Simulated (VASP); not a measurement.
# Zr2SiO4 in VASP: a series of runs

Runs on Zr2SiO4. Level: PBE+D3(BJ). Tasks: single point.

Everything below comes from runs of VASP 6.6.1. Logs are shortened: lines on timing, memory, paths and dates and some standing lists are left out, and cuts for length are marked.

### 1 The cell of the first run

The cell holds a slab with vacuum, 7 atoms: a = 3.597 Å, b = 3.597 Å, c = 21.373 Å, α = 90.00°, β = 90.00°, γ = 120.00°.

### 2 Single point, PBE+D3(BJ), collinear spin

INCAR

```
SYSTEM = Zr2SiO4
  ALGO = Normal
  DIPOL = 0.5 0.5 0.318
  EDIFF = 1E-6
  ENCUT = 520
  GGA = PE
  GGA_COMPAT = .False.
  IDIPOL = 3
  ISIF = 2
  ISMEAR = 0
  ISPIN = 2
  IVDW = 12
  KPAR = 4
  LASPH = .True.
  LCHARG = .False.
  LDIPOL = .True.
  LMAXMIX = 4
  LORBIT = 11
  LREAL = .False.
  LWAVE = .False.
  MAGMOM = 0 0 0 0 0 0 2
  NBANDS = 39
  NELM = 200
  NELMDL = -8
  PREC = Accurate
  SIGMA = 0.05
```

KPOINTS

```
k-points
0
Gamma
  9 9 1
  0 0 0
```

POSCAR

```
Zr2SiO4
1.0
    3.5974414580      0.0000000000      0.0000000000
   -1.7987207290      3.1154756913      0.0000000000
    0.0000000000      0.0000000000     21.3728427344
O Zr Si
4 2 1
Direct
    0.0000000000      0.0000000000      0.1871533913
    0.3333333333      0.6666666667      0.2558690668
    0.6666666667      0.3333333333      0.3197992968
    0.0000000000      0.0000000000      0.3917514782
    0.6666666667      0.3333333333      0.2215112290
    0.3333333333      0.6666666667      0.3546358399
    0.0000000000      0.1666666667      0.4946858434
```

Potentials or basis: VASP PAW PBE potentials, release 64 (O, Zr_sv, Si).

On the command line:

```sh
$ cat potpaw_PBE.64/O/POTCAR potpaw_PBE.64/Zr_sv/POTCAR potpaw_PBE.64/Si/POTCAR > POTCAR
$ mpirun -np 4 vasp_std > vasp.out
```

OUTCAR:

```text
SYSTEM = Zr2SiO4
   EDIFF = 1E-6
   ENCUT = 520
   GGA = PE
   ISIF = 2
   ISMEAR = 0
   ISPIN = 2
   IVDW = 12
   LASPH = .True.
   LORBIT = 11
   LREAL = .False.
   NELM = 200
   NELMDL = -8
   PREC = Accurate
 IVDW          = 12

 ion  position               nearest neighbor table
   1  0.000  0.000  0.187-   5 2.20   5 2.20   5 2.20
   2  0.333  0.667  0.256-   6 2.11   5 2.20   5 2.20   5 2.20
   3  0.667  0.333  0.320-   5 2.10   6 2.21   6 2.21   6 2.21
   4  0.000  0.000  0.392-   6 2.22   6 2.22   6 2.22   7 2.28
   5  0.667  0.333  0.222-   3 2.10   1 2.20   1 2.20   1 2.20   2 2.20   2 2.20   2 2.20   6 3.52
                             6 3.52   6 3.52
   6  0.333  0.667  0.355-   2 2.11   3 2.21   3 2.21   3 2.21   4 2.22   4 2.22   4 2.22   7 3.39
                             5 3.52   5 3.52   5 3.52
   7  0.000  0.167  0.495-   4 2.28   6 3.39

  LATTYP: Found a hexagonal cell.
 ALAT       =     3.5974414580
 C/A-ratio  =     5.9411231521

  Lattice vectors:

 A1 = (   3.5974414580,   0.0000000000,   0.0000000000)
 A2 = (  -1.7987207290,   3.1154756913,   0.0000000000)
 A3 = (   0.0000000000,   0.0000000000,  21.3728427344)

Analysis of symmetry for initial positions (statically):
=====================================================================
 Subroutine PRICEL returns:
 Original cell was already a primitive cell.

 Routine SETGRP: Setting up the symmetry group for a
 hexagonal supercell.

 Subroutine GETGRP returns: Found  1 space group operations
 (whereof  1 operations were pure point group operations)
 out of a pool of 24 trial point group operations.

The static configuration has the point symmetry C_1 .

Analysis of symmetry for dynamics (positions and initial velocities):
=====================================================================
 Subroutine PRICEL returns:
 Original cell was already a primitive cell.

 Routine SETGRP: Setting up the symmetry group for a
 hexagonal supercell.

 Subroutine GETGRP returns: Found  1 space group operations
 (whereof  1 operations were pure point group operations)
 out of a pool of 24 trial point group operations.

The dynamic configuration has the point symmetry C_1 .

Analysis of structural, dynamic, and magnetic symmetry:
=====================================================================
 Subroutine PRICEL returns:
 Original cell was already a primitive cell.

 Routine SETGRP: Setting up the symmetry group for a
 hexagonal supercell.

 Subroutine GETGRP returns: Found  1 space group operations
 (whereof  1 operations were pure point group operations)
 out of a pool of 24 trial point group operations.

The overall configuration has the point symmetry C_1 .

 Subroutine INISYM returns: Found  1 space group operations
 (whereof  1 operations are pure point group operations),
 and found     1 'primitive' translations

----------------------------------------------------------------------------------------

                                     Primitive cell

  volume of cell :     239.5413

  direct lattice vectors                    reciprocal lattice vectors
     3.597441458  0.000000000  0.000000000     0.277975337  0.160489135  0.000000000
    -1.798720729  3.115475691  0.000000000     0.000000000  0.320978271  0.000000000
     0.000000000  0.000000000 21.372842734     0.000000000  0.000000000  0.046788348

  length of vectors
     3.597441458  3.597441458 21.372842734     0.320978271  0.320978271  0.046788348

  position of ions in fractional coordinates (direct lattice)
     0.000000000  0.000000000  0.187153391
     0.333333333  0.666666667  0.255869067
     0.666666667  0.333333333  0.319799297
     0.000000000  0.000000000  0.391751478
     0.666666667  0.333333333  0.221511229
     0.333333333  0.666666667  0.354635840
     0.000000000  0.166666667  0.494685843

  ion indices of the primitive-cell ions
   primitive index   ion index
                 1           1
                 2           2
                 3           3
                 4           4
                 5           5
                 6           6
                 7           7

[... 60 lines left out ...]
   NGXF,Y,Z  is equivalent  to a cutoff of  25.88, 25.88, 24.89 a.u.
 SYSTEM =  Zr2SiO4
   PREC   = accura    normal or accurate (medium, high low for compatibility)
   ISTART =      0    job   : 0-new  1-cont  2-samecut
   ICHARG =      2    charge: 1-file 2-atom 10-const
   ISPIN  =      2    spin polarized calculation?
   LNONCOLLINEAR =      F non collinear calculations
   LSORBIT =      F    spin-orbit coupling
   LASPH  =      T    aspherical Exc in radial PAW
   ENCUT  =  520.0 eV  38.22 Ry    6.18 a.u.   6.69  6.69 39.74*2*pi/ulx,y,z
   NELM   =    200;   NELMIN=  2; NELMDL= -8     # of ELM steps
   EDIFF  = 0.1E-05   stopping-criterion for ELM
   LREAL  =      F    real-space projection
   EDIFFG = 0.1E-04   stopping-criterion for IOM
   NSW    =      0    number of steps for IOM
   IBRION =     -1    ionic relax: 0-MD 1-quasi-New 2-CG
   NFREE  =      0    steps in history (QN), initial steepest desc. (CG)
   ISIF   =      2    stress and relaxation
   ISYM   =      2    0-nonsym 1-usesym 2-fastsym
   POTIM  = 0.5000    time-step for ionic-motion
   TEBEG  =    0.0;   TEEND  =   0.0 temperature during run
   PSTRESS=    0.0 pullay stress
   NELECT =      52.0000    total number of electrons
   NUPDOWN=      -1.0000    fix difference up-down
   EMIN   =  10.00;   EMAX   =-10.00  energy-range for DOS
   EFERMI =   0.00;   METHOD = LEGACY
   ISMEAR =     0;   SIGMA  =   0.05  broadening in eV -4-tet -1-fermi 0-gaus
   EFERMI_NEDOS =   21; number of points for ismear=-14 and -15
   IALGO  =     38    algorithm
   IMIX   =      4    mixing-type and parameters
     AMIX     =   0.40;   BMIX     =  1.00
     AMIX_MAG =   1.60;   BMIX_MAG =  1.00
  volume/ion in A,a.u.               =      34.22       230.93
  Fermi-wavevector in a.u.,A,eV,Ry     =   0.983896  1.859294 13.171135  0.968051
  Thomas-Fermi vector in A             =   2.115088
   LORBIT       =     11    0 simple, 1 ext, 2 COOP (PROOUT), +10 PAW based schemes
   GGA     = PE    functional components
   LHFCALC =     F    Hartree Fock is set to
   AEXX    =    0.0000 exact exchange contribution
   IVDW    =    12    specifies the selected vdW correction
   LEPSILON=     F    determine dielectric tensor
   LRPA    =     F    only Hartree local field effects (RPA)
 spin polarized calculation
 Gauss-broadening in eV      SIGMA  =   0.05
  energy-cutoff  :      520.00
  volume of cell :      239.54
 maximum number of plane-waves:      6511
   NGX = 13   NGY = 13   NGZ = 79

 dipolmoment           0.000000      0.000000     -0.001798 electrons x Angstroem

 number of electron      51.9999998 magnetization       0.2306351

 dipolmoment           0.000000      0.000000      0.052063 electrons x Angstroem

 Free energy of the ion-electron system (eV)
  ---------------------------------------------------
  ext. energy  EPLUGINS =         0.00000000
  ---------------------------------------------------
  free energy    TOTEN  =       -59.05073000 eV

  energy without entropy =      -59.04866872  energy(sigma->0) =      -59.04969936

 E-fermi :   1.2045     XC(G=0):  -4.9564

 val. band max:        1.1944006156   @ k =   0.1111   0.1111   0.0000
 cond. band min:       1.2074712283   @ k =  -0.2222  -0.4444   0.0000
 fundamental gap:      0.0130706126
 Fermi energy:         1.2044714009

 spin component 1

 k-point     1 :       0.0000    0.0000    0.0000
  band No.  band energies     occupation
      1     -50.1568      1.00000
      2     -50.0705      1.00000
      3     -28.5714      1.00000
      4     -28.1164      1.00000
      5     -28.0253      1.00000
      6     -28.0188      1.00000
[... 973 lines left out ...]
     37       5.2434      0.00000
     38       5.8863      0.00000

 [... further k-points ...]

 spin component 2

 k-point     1 :       0.0000    0.0000    0.0000
  band No.  band energies     occupation
      1     -50.1411      1.00000
      2     -50.0647      1.00000
      3     -28.5584      1.00000
      4     -28.1027      1.00000
      5     -28.0086      1.00000
      6     -27.9998      1.00000
[... 973 lines left out ...]
     37       5.2568      0.00000
     38       5.8976      0.00000

 [... further k-points ...]

 [bands above 38 left out]

------------------------ aborting loop because EDIFF is reached ----------------------------------------

 vacuum level on the upper side and lower side of the slab       (xc-potential included)         0.427        -0.409

 Edisp (eV)   -1.45096

 E8    (eV) :    -0.6375

  FORCE on cell =-STRESS in cart. coord.  units (eV):
  Direction    XX          YY          ZZ          XY          YZ          ZX
  --------------------------------------------------------------------------------------
  -------------------------------------------------------------------------------------
  Total      -6.44394    -6.27976    -1.35529    -0.14908    -0.80504     0.60394
  in kB     -43.10044   -42.00229    -9.06490    -0.99711    -5.38456     4.03949
  external pressure =      -31.39 kB  Pullay stress =        0.00 kB

 VOLUME and BASIS-vectors are now :
 -----------------------------------------------------------------------------
  energy-cutoff  :      520.00
  volume of cell :      239.54
      direct lattice vectors                 reciprocal lattice vectors
     3.597441458  0.000000000  0.000000000     0.277975337  0.160489135  0.000000000
    -1.798720729  3.115475691  0.000000000     0.000000000  0.320978271  0.000000000
     0.000000000  0.000000000 21.372842734     0.000000000  0.000000000  0.046788348

 POSITION                                       TOTAL-FORCE (eV/Angst)
 -----------------------------------------------------------------------------------
      0.00000      0.00000      4.00000        -0.003166     -0.008150     -0.579319
     -0.00000      2.07698      5.46865        -0.015177     -0.019397      0.136720
      1.79872      1.03849      6.83502        -0.046063      0.047761      0.267012
      0.00000      0.00000      8.37284        -0.229313      0.242992      0.291642
      1.79872      1.03849      4.73432         0.002426      0.004670      0.036819
     -0.00000      2.07698      7.57958         0.052336      0.072627      0.831792
     -0.29979      0.51925     10.57284         0.238957     -0.340504     -0.984667
 -----------------------------------------------------------------------------------
    total drift:                                0.000049     -0.000026      0.000308

  FREE ENERGIE OF THE ION-ELECTRON SYSTEM (eV)
  ---------------------------------------------------
  free  energy   TOTEN  =       -60.5016903900 eV

  energy  without entropy=      -60.4996291063  energy(sigma->0) =      -60.50065975

 vacuum level on the upper side and lower side of the slab         4.939         4.172

 total charge

# of ion       s       p       d       tot
------------------------------------------
    1        1.560   3.458   0.000   5.018
    2        1.568   3.548   0.000   5.116
    3        1.567   3.546   0.000   5.113
    4        1.565   3.453   0.000   5.017
    5        2.168   6.038   1.329   9.535
    6        2.164   6.035   1.330   9.530
    7        0.947   0.509   0.000   1.456
--------------------------------------------------
tot         11.539  26.588   2.659  40.785

 magnetization (x)

# of ion       s       p       d       tot
------------------------------------------
    1        0.000  -0.000   0.000  -0.000
    2        0.000   0.000   0.000   0.000
    3        0.000   0.000   0.000   0.001
    4        0.003   0.013   0.000   0.016
    5        0.000   0.000   0.008   0.008
    6        0.002   0.001   0.020   0.023
    7       -0.000   0.038   0.000   0.038
--------------------------------------------------
tot          0.005   0.053   0.028   0.086
```

Wall time 8.5 min (4 MPI ranks of Intel Xeon Platinum 8259CL at 2.50GHz (Skylake/Cascade Lake), shared host); peak memory 0.82 GiB.

Results:

| Quantity | Value |
| --- | --- |
| Free energy | -60.5017 eV |
| Largest force | 1.069 eV/Å |
| Net moment | 0.23 μB per cell |
| Site moments | O -0.00, +0.00, +0.02 (each value once); Zr +0.01, +0.02; Si +0.04 μB |
| Valence electrons inside the program's atomic spheres | O 5.02, 5.12, 5.11 (each value once); Zr 9.54, 9.53; Si 1.46 |
| Dispersion energy per atom | -0.207 eV |

Forces on the atoms (eV/Å):
```
O   -0.003 -0.008 -0.579
O   -0.015 -0.019  0.137
O   -0.046  0.048  0.267
O   -0.229  0.243  0.292
Zr   0.002  0.005  0.037
Zr   0.052  0.073  0.832
Si   0.239 -0.341 -0.985
```

Levels at points of the mesh, in eV from the Fermi level:
Spin up:
```csv
k point,band 23,band 24,band 25,band 26,band 27,band 28,band 29,band 30
"(0.00, 0.00, 0.00)",-4.56,-3.91,-3.91,-0.17,0.32,0.34,0.76,0.76
```
Spin down:
| k point | band 24 | band 25 | band 26 | band 27 | band 28 | band 29 |
| --- | --- | --- | --- | --- | --- | --- |
| (0.00, 0.00, 0.00) | -3.91 | -3.90 | 0.04 | 0.35 | 0.36 | 0.78 |

### 3 Single point, PBE+D3(BJ), collinear spin

INCAR

```
SYSTEM = Zr2SiO4
PREC = Accurate ; ENCUT = 520
EDIFF = 1E-6 ; ISMEAR = 0
SIGMA = 0.05 ; LREAL = .False.
LASPH = .True. ; NELM = 200
ALGO = Normal ; ISIF = 2
LWAVE = .False. ; LCHARG = .True.
ISPIN = 2 ; MAGMOM = 0 0 0 0 0 0 2
LORBIT = 11 ; LMAXMIX = 4
LDIPOL = .True. ; IDIPOL = 3
DIPOL = 0.5 0.5 0.318 ; GGA = PE
IVDW = 12 ; LVHAR = .True.
LVACPOTAV = .True. ; NBANDS = 39
GGA_COMPAT = .False. ; NELMDL = -8
KPAR = 4
```

KPOINTS

```
regular mesh
0
Gamma
  9 9 1
  0 0 0
```

POSCAR, as its differences from that of step 2:

```diff
@@ -14,2 +14,2 @@
     0.3333333333      0.6666666667      0.3546358399
-    0.0000000000      0.1666666667      0.4946858434
+    0.5000000000      0.3333333333      0.4946858434
```

Potentials or basis: VASP PAW PBE potentials, release 64 (O, Zr_sv, Si).

On the command line:

```sh
$ cat potpaw_PBE.64/O/POTCAR potpaw_PBE.64/Zr_sv/POTCAR potpaw_PBE.64/Si/POTCAR > POTCAR
$ mpirun -np 4 vasp_std > vasp.out
```

Run time: 32 min. Hardware: 4 MPI ranks of Intel Xeon Platinum 8259CL at 2.50GHz (Skylake/Cascade Lake), shared host; peak memory 0.85 GiB.

It converged, with:

- Free energy: -60.0474 eV
- Largest force: 0.588 eV/Å
- Band gap on the k mesh: zero (filled and empty bands overlap)
- Net moment: 0.00 μB per cell
- Valence electrons inside the program's atomic spheres: O 5.02, 5.12, 5.11, 5.00; Zr 9.53, 9.52; Si 1.46
- Dispersion energy per atom: -0.208 eV

Forces on the atoms (eV/Å):
```
O    0.002 -0.003 -0.588
O    0.023 -0.008  0.184
O    0.069  0.014  0.101
O    0.246  0.110 -0.259
Zr   0.000  0.002  0.205
Zr  -0.152  0.016  0.351
Si  -0.189 -0.132  0.006
```

Levels at points of the mesh, in eV from the Fermi level:
Spin up:
```csv
k point,band 23,band 24,band 25,band 26,band 27,band 28,band 29,band 30
"(0.00, 0.00, 0.00)",-3.72,-3.24,-3.23,-0.36,0.95,1.01,1.38,1.42
```
Spin down:
```
           k point  band 22  band 23  band 24  band 25  band 26  band 27  band 28  band 29  band 30  band 31
(0.00, 0.00, 0.00)    -3.75    -3.72    -3.24    -3.23    -0.36     0.95     1.01     1.38     1.42     2.42
```

### 4 Single point, PBE+D3(BJ), collinear spin

INCAR

```
  PREC = Accurate
  ENCUT = 520
  EDIFF = 1E-6
  ISMEAR = 0
  SIGMA = 0.05
  LREAL = False
  LASPH = True
  NELM = 200
  ALGO = Normal
  ISIF = 2
  LWAVE = False
  LCHARG = False
  ISPIN = 2
  MAGMOM = 0 0 0 0 0 0 2
  LORBIT = 11
  LMAXMIX = 4
  LDIPOL = True
  IDIPOL = 3
  DIPOL = 0.5 0.5 0.318
  GGA = PE
  IVDW = 12
  NBANDS = 39
  GGA_COMPAT = False
  NELMDL = -8
  KPAR = 4
```

KPOINTS

```
Automatic mesh
0
Gamma
  9 9 1
```

POSCAR, as its differences from that of step 3:

```diff
@@ -14,2 +14,2 @@
     0.3333333333      0.6666666667      0.3546358399
-    0.5000000000      0.3333333333      0.4946858434
+    0.0000000000      0.3333333333      0.4946858434
```

On the command line:

```sh
$ cat potpaw_PBE.64/O/POTCAR potpaw_PBE.64/Zr_sv/POTCAR potpaw_PBE.64/Si/POTCAR > POTCAR
$ mpirun -np 4 vasp_std > vasp.out
```

Run time: 12 min. Hardware: 4 MPI ranks of AMD EPYC 7R43 (Zen 3), shared host; peak memory 0.82 GiB.

Results (log left out):

```
Free energy                                           : -60.2088 eV
Largest force                                         : 0.607 eV/Å
Net moment                                            : 0.17 μB per cell
Site moments                                          : O +0.00, +0.01 (each value once); Zr +0.00, +0.01; Si +0.04 μB
Valence electrons inside the program's atomic spheres : O 5.02, 5.12, 5.11, 5.00; Zr 9.53; Si 1.46
Dispersion energy per atom                            : -0.208 eV
```

Forces in eV/Å, atoms in the order of the input:
```
O   -0.004 -0.009 -0.590
O   -0.032 -0.026  0.101
O   -0.067  0.053  0.182
O   -0.357  0.265 -0.012
Zr   0.002  0.009  0.152
Zr   0.177  0.099  0.536
Si   0.281 -0.392 -0.369
```

Levels at points of the mesh, in eV from the Fermi level:
Spin up:
| k point | band 23 | band 24 | band 25 | band 26 | band 27 | band 28 | band 29 | band 30 |
| --- | --- | --- | --- | --- | --- | --- | --- | --- |
| (0.00, 0.00, 0.00) | -3.87 | -3.34 | -3.33 | -0.35 | 0.90 | 0.91 | 1.32 | 1.33 |
Spin down:
```
           k point  band 24  band 25  band 26  band 27  band 28  band 29
(0.00, 0.00, 0.00)    -3.34    -3.33    -0.18     0.91     0.92     1.33
```

### 5 The runs side by side

| cell | gap on the mesh (eV) | moment (μB) | largest force (eV/Å) |
| --- | --- | --- | --- |
| as given, atomic positions A | none | 0.23 | 1.07 |
| as given, atomic positions B | none | 0.00 | 0.59 |
| as given, atomic positions C | none | 0.17 | 0.61 |

Alike in all rows: task single point; level PBE+D3(BJ); potentials or basis VASP PAW PBE potentials, release 64 (O, Zr_sv, Si); spin collinear; k mesh 9 × 9 × 1; cutoff (eV) 520; smearing gaussian 0.05 eV.

Absolute energies hang on the potentials; compare differences alone.
